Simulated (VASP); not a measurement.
Here is a VASP 6.6.1 calculation.

Contents of POSCAR:

```
MgO
1.0
    2.6233491265      0.0000000000      0.0000000000
    0.0000000000      2.6233491265      0.0000000000
    0.0000000000      0.0000000000      2.6233491265
Mg O
1 1
Direct
    0.0000000000      0.0000000000      0.0000000000
    0.5000000000      0.5000000000      0.5000000000
```

Contents of INCAR.step1:

```
SYSTEM = MgO
PREC     = Accurate       ! precision mode
ENCUT    = 500            ! plane-wave cutoff, eV
EDIFF    = 1E-8           ! SCF threshold, eV
ISMEAR   = 0              ! smearing method
SIGMA    = 0.01           ! smearing width, eV
LREAL    = .False.        ! projectors in reciprocal space
LASPH    = .True.         ! aspherical terms in the spheres
NELM     = 100            ! most SCF steps
ALGO     = Normal         ! electronic algorithm
LWAVE    = .True.         ! write WAVECAR
LCHARG   = .False.        ! write CHGCAR
GGA      = PE             ! functional
```

File INCAR.step2:

```
SYSTEM = MgO
PREC     = Accurate       ! precision mode
ENCUT    = 500            ! plane-wave cutoff, eV
EDIFF    = 1E-8           ! SCF threshold, eV
ISMEAR   = 0              ! smearing method
SIGMA    = 0.01           ! smearing width, eV
LREAL    = .False.        ! projectors in reciprocal space
LASPH    = .True.         ! aspherical terms in the spheres
NELM     = 1              ! most SCF steps
ALGO     = Exact          ! electronic algorithm
LWAVE    = .True.         ! write WAVECAR
LCHARG   = .False.        ! write CHGCAR
GGA      = PE             ! functional
NBANDS   = 103            ! bands
LOPTICS  = .True.         ! frequency-dependent dielectric function
ISTART   = 1
```

The input INCAR.step3:

```
SYSTEM = MgO
PREC     = Accurate       ! precision mode
ENCUT    = 500            ! plane-wave cutoff, eV
EDIFF    = 1E-8           ! SCF threshold, eV
ISMEAR   = 0              ! smearing method
SIGMA    = 0.01           ! smearing width, eV
LREAL    = .False.        ! projectors in reciprocal space
LASPH    = .True.         ! aspherical terms in the spheres
ALGO     = EVGW0          ! electronic algorithm
LWAVE    = .False.        ! write WAVECAR
LCHARG   = .False.        ! write CHGCAR
GGA      = PE             ! functional
NELMGW   = 1            
NBANDS   = 103            ! bands
ENCUTGW  = 180.0          ! cutoff of the response function
NOMEGA   = 96             ! frequency points
PRECFOCK = Fast         
ISTART   = 1            
NBANDSGW = 12           
OMEGAMAX = 20
```

KPOINTS

```
regular mesh
0
Gamma
  6 6 6
  0 0 0
```

Potentials or basis: VASP PAW PBE potentials, release 64 (Mg_GW, O_GW).

Launch:

```sh
$ cat potpaw_PBE.64/Mg_GW/POTCAR potpaw_PBE.64/O_GW/POTCAR > POTCAR
$ cp INCAR.step1 INCAR
$ mpirun -np 1 vasp_std > vasp.out
$ cp INCAR.step2 INCAR
$ mpirun -np 1 vasp_std > vasp.out
$ cp INCAR.step3 INCAR
$ mpirun -np 1 vasp_std > vasp.out
```

Task: What does it give for the quasiparticle gap?

Result: 4.67 eV.

Task: What does it give for the least direct quasiparticle gap?

Result: 5.82 eV.

Task: What does it give for the least direct gap of the starting levels on the mesh?

Result: 3.64 eV.

Task: What does it give for the band gap of the starting levels on the mesh?

Result: 2.62 eV.

Caveat: the k points lie up to 0.40 Å⁻¹ apart; bands, screening cutoff and mesh are small and nothing is extrapolated, so the quasiparticle values aren't converged; the structure was generated, so it needn't be the stable form of MgO.
